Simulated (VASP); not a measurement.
Wanted: the native input for a VASP 6.6.1 run.

* Task: single point
* Functional: PBE
* Potentials or basis: VASP PAW PBE potentials, release 64 (Ti_sv, H)
* Cutoff: 520 eV
* k mesh: 6 × 6 × 1
* Occupations: gaussian, width 0.1 eV
* Spin: no spin polarisation
* Dipole correction: yes
* Further INCAR settings: ALGO = Normal; EDIFF = 1e-07; NBANDS = 47

The structure of Ti3H lies in POSCAR:

```
Ti3H
1.0
    4.6037402164      0.0000000000      0.0000000000
   -2.3018701082      3.9869559799      0.0000000000
    0.0000000000      0.0000000000     22.4968206792
Ti H
6 2
Direct
    0.6666666667      0.3333333333      0.1778029019
    0.3333333333      0.6666666667      0.2195747837
    0.0000000000      0.0000000000      0.2613466656
    0.6666666667      0.3333333333      0.2980472718
    0.3333333333      0.6666666667      0.3304570052
    0.0000000000      0.0000000000      0.3776898434
    0.3376320199      1.0000000000      0.4688138306
    0.6623679801      1.0000000000      0.4688138306
```

The input as run:

INCAR

```
SYSTEM = Ti3H
ALGO = Normal ; DIPOL = 0.5 0.5 0.325
EDIFF = 1E-7 ; ENCUT = 520
GGA = PE ; IDIPOL = 3
ISIF = 2 ; ISMEAR = 0
LASPH = .True. ; LCHARG = .False.
LDIPOL = .True. ; LREAL = .False.
LWAVE = .False. ; NBANDS = 47
NELM = 100 ; PREC = Accurate
SIGMA = 0.1
```

KPOINTS

```
k-points
0
Gamma
  6 6 1
  0 0 0
```

Potentials or basis: VASP PAW PBE potentials, release 64 (Ti_sv, H).

Run with:

```sh
$ cat potpaw_PBE.64/Ti_sv/POTCAR potpaw_PBE.64/H/POTCAR > POTCAR
$ mpirun -np 1 vasp_std > vasp.out
```

Results of the run:

```yaml
Largest_force: 1.801 eV/Å
Band_gap_on_the_k_mesh: zero (band 37 reaches -0.93 eV, above the bottom of band 38 at -1.20 eV)
```

Wall time 9 min on 1 thread of Intel(R) Xeon(R) 6975P-C (Granite Rapids) (shared host), peak memory 0.55 GiB.
